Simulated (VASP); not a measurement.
# ZrH6 (Cmm2) in VASP: a series of runs

Runs on ZrH6. Level: PBE. Tasks: single point, relaxation of cell and atoms.

All numbers are computed with VASP 6.6.1; they aren't measurements. Logs are shortened: lines on timing, memory, paths and dates and some standing lists are left out, and cuts for length are marked.

## 1. The cell of the first run

It takes space group Cmm2 (No. 35, orthorhombic). Conventional cell: a = 3.943 Å, b = 4.983 Å, c = 9.542 Å, α = 90.00°, β = 90.00°, γ = 90.00°. Zr (site symmetry mm2) has 4 H at 1.98 Å within 2.6 Å. H (site symmetry 1) has 1 H at 0.88 Å within 1.2 Å. Within 1.0 Å of H (site symmetry m) lie 1 H at 0.75 Å.

## 2. Single point, PBE

Input file INCAR:

```
SYSTEM = ZrH6
ALGO = Normal
EDIFF = 1E-6
ENCUT = 520
GGA = PE
ISIF = 2
ISMEAR = 0
LASPH = .TRUE.
LCHARG = .FALSE.
LREAL = .FALSE.
LWAVE = .FALSE.
NBANDS = 18
NELM = 100
PREC = Accurate
SIGMA = 0.1
```

Input file KPOINTS:

```
k-points
0
G
  12 12 4
  0 0 0
```

Input file POSCAR:

```
ZrH6
1.0
    1.9716372412     -2.4912654861      0.0000000000
    1.9716372412      2.4912654861      0.0000000000
    0.0000000000      0.0000000000      9.5416332609
Zr H
1 6
Direct
    0.5000000000      0.5000000000      0.1061353764
    0.6644903921      0.8417948805      0.2794837130
    0.3355096079      0.1582051195      0.2794837130
    0.8417948805      0.6644903921      0.2794837130
    0.1582051195      0.3355096079      0.2794837130
    0.0951570600      0.0951570600      0.5993145057
    0.9048429400      0.9048429400      0.5993145057
```

Potentials or basis: VASP PAW PBE potentials, release 64 (Zr_sv, H).

Launch:

```bash
cat potpaw_PBE.64/Zr_sv/POTCAR potpaw_PBE.64/H/POTCAR > POTCAR
mpirun -np 1 vasp_std > vasp.out
```

OUTCAR:

```text
SYSTEM = ZrH6
   EDIFF = 1E-6
   ENCUT = 520
   GGA = PE
   ISIF = 2
   ISMEAR = 0
   LASPH = .TRUE.
   LREAL = .FALSE.
   NELM = 100
   PREC = Accurate

 ion  position               nearest neighbor table
   1  0.500  0.500  0.106-   2 1.98   3 1.98   4 1.98   5 1.98
   2  0.664  0.842  0.279-   4 0.88   1 1.98
   3  0.336  0.158  0.279-   5 0.88   1 1.98
   4  0.842  0.664  0.279-   2 0.88   1 1.98
   5  0.158  0.336  0.279-   3 0.88   1 1.98
   6  0.095  0.095  0.599-   7 0.75
   7  0.905  0.905  0.599-   6 0.75

  LATTYP: Found a base centered orthorhombic cell.
 ALAT       =     3.9432744824
 B/A-ratio  =     1.2635516484
 C/A-ratio  =     2.4197233298

  Lattice vectors:

 A1 = (   1.9716372412,  -2.4912654861,   0.0000000000)
 A2 = (   1.9716372412,   2.4912654861,   0.0000000000)
 A3 = (   0.0000000000,   0.0000000000,   9.5416332609)

Analysis of symmetry for initial positions (statically):
=====================================================================
 Subroutine PRICEL returns:
 Original cell was already a primitive cell.

 Routine SETGRP: Setting up the symmetry group for a
 base centered orthorhombic supercell.

 Subroutine GETGRP returns: Found  4 space group operations
 (whereof  4 operations were pure point group operations)
 out of a pool of  8 trial point group operations.

The static configuration has the point symmetry C_2v.

Analysis of symmetry for dynamics (positions and initial velocities):
=====================================================================
 Subroutine PRICEL returns:
 Original cell was already a primitive cell.

 Routine SETGRP: Setting up the symmetry group for a
 base centered orthorhombic supercell.

 Subroutine GETGRP returns: Found  4 space group operations
 (whereof  4 operations were pure point group operations)
 out of a pool of  8 trial point group operations.

The dynamic configuration has the point symmetry C_2v.

 Subroutine INISYM returns: Found  4 space group operations
 (whereof  4 operations are pure point group operations),
 and found     1 'primitive' translations

----------------------------------------------------------------------------------------

                                     Primitive cell

  volume of cell :      93.7346

[... 95 lines left out ...]
   LASPH  =      T    aspherical Exc in radial PAW
   ENCUT  =  520.0 eV  38.22 Ry    6.18 a.u.   5.91  5.91 17.74*2*pi/ulx,y,z
   NELM   =    100;   NELMIN=  2; NELMDL= -5     # of ELM steps
   EDIFF  = 0.1E-05   stopping-criterion for ELM
   LREAL  =      F    real-space projection
   EDIFFG = 0.1E-04   stopping-criterion for IOM
   NSW    =      0    number of steps for IOM
   IBRION =     -1    ionic relax: 0-MD 1-quasi-New 2-CG
   NFREE  =      0    steps in history (QN), initial steepest desc. (CG)
   ISIF   =      2    stress and relaxation
   ISYM   =      2    0-nonsym 1-usesym 2-fastsym
   POTIM  = 0.5000    time-step for ionic-motion
   TEBEG  =    0.0;   TEEND  =   0.0 temperature during run
   PSTRESS=    0.0 pullay stress
   NELECT =      18.0000    total number of electrons
   NUPDOWN=      -1.0000    fix difference up-down
   EMIN   =  10.00;   EMAX   =-10.00  energy-range for DOS
   EFERMI =   0.00;   METHOD = LEGACY
   ISMEAR =     0;   SIGMA  =   0.10  broadening in eV -4-tet -1-fermi 0-gaus
   EFERMI_NEDOS =   21; number of points for ismear=-14 and -15
   IALGO  =     38    algorithm
   IMIX   =      4    mixing-type and parameters
     AMIX     =   0.40;   BMIX     =  1.00
     AMIX_MAG =   1.60;   BMIX_MAG =  1.00
  volume/ion in A,a.u.               =      13.39        90.36
  Fermi-wavevector in a.u.,A,eV,Ry     =   0.944494  1.784834 12.137328  0.892068
  Thomas-Fermi vector in A             =   2.072304
   LORBIT       =      0    0 simple, 1 ext, 2 COOP (PROOUT), +10 PAW based schemes
   GGA     = PE    functional components
   LHFCALC =     F    Hartree Fock is set to
   AEXX    =    0.0000 exact exchange contribution
   IVDW    =     0    specifies the selected vdW correction
   LEPSILON=     F    determine dielectric tensor
   LRPA    =     F    only Hartree local field effects (RPA)
 non-spin polarized calculation
 Gauss-broadening in eV      SIGMA  =   0.10
  energy-cutoff  :      520.00
  volume of cell :       93.73
 maximum number of plane-waves:      2558
   NGX = 11   NGY = 11   NGZ = 35

 number of electron      17.9999999 magnetization

 Free energy of the ion-electron system (eV)
  ---------------------------------------------------
  ext. energy  EPLUGINS =         0.00000000
  ---------------------------------------------------
  free energy    TOTEN  =       -26.85201227 eV

  energy without entropy =      -26.84070766  energy(sigma->0) =      -26.84635997

 E-fermi :   0.8999     XC(G=0):  -6.7268

 val. band max:        0.8985374095   @ k =  -0.1667   0.0833   0.2500
 cond. band min:       0.9016397647   @ k =  -0.1667   0.0833   0.5000
 fundamental gap:      0.0031023553
 Fermi energy:         0.8998566933

 k-point     1 :       0.0000    0.0000    0.0000
  band No.  band energies     occupation
      1     -48.2562      2.00000
      2     -26.6194      2.00000
      3     -26.0069      2.00000
      4     -25.8045      2.00000
      5     -10.4276      2.00000
      6      -6.7899      2.00000
[... 481 lines left out ...]
      5      -8.4334      2.00000
      6      -6.3720      2.00000
[... 10 lines left out ...]
     17       7.5306      0.00000
     18       8.7686      0.00000

 [... further k-points ...]
[... 5 lines left out ...]
  --------------------------------------------------------------------------------------
  -------------------------------------------------------------------------------------
  Total       -0.0850554     -0.0538706     -0.0482177      0.0000000      0.0000000      0.0000000
  in kB       -1.4538263     -0.9207936     -0.8241718      0.0000000      0.0000000      0.0000000
  external PRESSURE =      -1.0662639 kB  Pullay stress =       0.0000000 kB

 VOLUME and BASIS-vectors are now :
 -----------------------------------------------------------------------------
  energy-cutoff  :      520.00
  volume of cell :       93.73
      direct lattice vectors                 reciprocal lattice vectors
     1.971637241 -2.491265486  0.000000000     0.253596346 -0.200701211  0.000000000
     1.971637241  2.491265486  0.000000000     0.253596346  0.200701211  0.000000000
     0.000000000  0.000000000  9.541633261     0.000000000  0.000000000  0.104803860

 POSITION                                       TOTAL-FORCE (eV/Angst)
 -----------------------------------------------------------------------------------
      1.97164      0.00000      1.01270         0.000000     -0.000000     -0.009283
      2.96985      0.44171      2.66673        -0.000138      0.007084      0.002245
      0.97343     -0.44171      2.66673         0.000138     -0.007084      0.002245
      2.96985     -0.44171      2.66673        -0.000138     -0.007084      0.002245
      0.97343      0.44171      2.66673         0.000138      0.007084      0.002245
      0.37523      0.00000      5.71844        -0.012395     -0.000000      0.000151
      3.56804      0.00000      5.71844         0.012395     -0.000000      0.000151
 -----------------------------------------------------------------------------------
    total drift:                                0.000000     -0.000000      0.000707

  FREE ENERGIE OF THE ION-ELECTRON SYSTEM (eV)
  ---------------------------------------------------
  free  energy   TOTEN  =       -26.8520122690 eV

  energy  without entropy=      -26.8407076630  energy(sigma->0) =      -26.84635997
```

OSZICAR:

```text
N       E                     dE             d eps       ncg     rms          rms(c)
DAV:   1     0.107194528541E+03    0.10719E+03   -0.81653E+03  4668   0.844E+02
DAV:   2    -0.202691782534E+02   -0.12746E+03   -0.12310E+03  6020   0.233E+02
DAV:   3    -0.290068145092E+02   -0.87376E+01   -0.86503E+01  8038   0.483E+01
DAV:   4    -0.291955110012E+02   -0.18870E+00   -0.18810E+00  5916   0.686E+00
DAV:   5    -0.292013280650E+02   -0.58171E-02   -0.58141E-02  6796   0.881E-01    0.138E+01
DAV:   6    -0.272741841021E+02    0.19271E+01   -0.41445E+00  5426   0.980E+00    0.573E+00
DAV:   7    -0.269133475359E+02    0.36084E+00   -0.59610E-01  5426   0.407E+00    0.168E+00
DAV:   8    -0.268569831982E+02    0.56364E-01   -0.10259E-01  5474   0.165E+00    0.399E-01
DAV:   9    -0.268549333455E+02    0.20499E-02   -0.10172E-02  5588   0.641E-01    0.182E-01
DAV:  10    -0.268533435415E+02    0.15898E-02   -0.14184E-03  5632   0.233E-01    0.725E-02
DAV:  11    -0.268520474985E+02    0.12960E-02   -0.16435E-03  5732   0.193E-01    0.507E-02
DAV:  12    -0.268519776668E+02    0.69832E-04   -0.51738E-04  6146   0.118E-01    0.197E-02
DAV:  13    -0.268519883130E+02   -0.10646E-04   -0.28397E-05  5538   0.342E-02    0.965E-03
DAV:  14    -0.268520088624E+02   -0.20549E-04   -0.19436E-05  5226   0.221E-02    0.481E-03
DAV:  15    -0.268520118220E+02   -0.29596E-05   -0.32482E-06  5620   0.811E-03    0.165E-03
DAV:  16    -0.268520122690E+02   -0.44699E-06   -0.66984E-07  4266   0.346E-03
   1 F= -.26852012E+02 E0= -.26846360E+02  d E =-.113046E-01
```

stdout:

```text
POSCAR found type information on POSCAR ZrH
 POSCAR found :  2 types and       7 ions
 scaLAPACK will be used
 LDA part: xc-table for (Slater+PW92), standard interpolation
 POSCAR, INCAR and KPOINTS ok, starting setup
 FFT: planning ... GRIDC
 FFT: planning ... GRID_SOFT
 FFT: planning ... GRID
 WAVECAR not read
 entering main loop
```

Wall time 2 min (1 thread of Intel Xeon Platinum 8488C (Sapphire Rapids), shared host); peak memory 0.32 GiB.

Results:

* Free energy: -26.8520 eV
* Pressure: -0.1 GPa
* Largest force: 0.012 eV/Å
* Band gap on the k mesh: zero (band 9 reaches 0.98 eV, above the bottom of band 10 at 0.77 eV)

Forces in eV/Å, atoms in the order of the input:
```
Zr   0.000  0.000 -0.009
H    0.000  0.007  0.002
H    0.000 -0.007  0.002
H    0.000 -0.007  0.002
H    0.000  0.007  0.002
H   -0.012  0.000  0.000
H    0.012  0.000  0.000
```

[end of part 1 of 2]
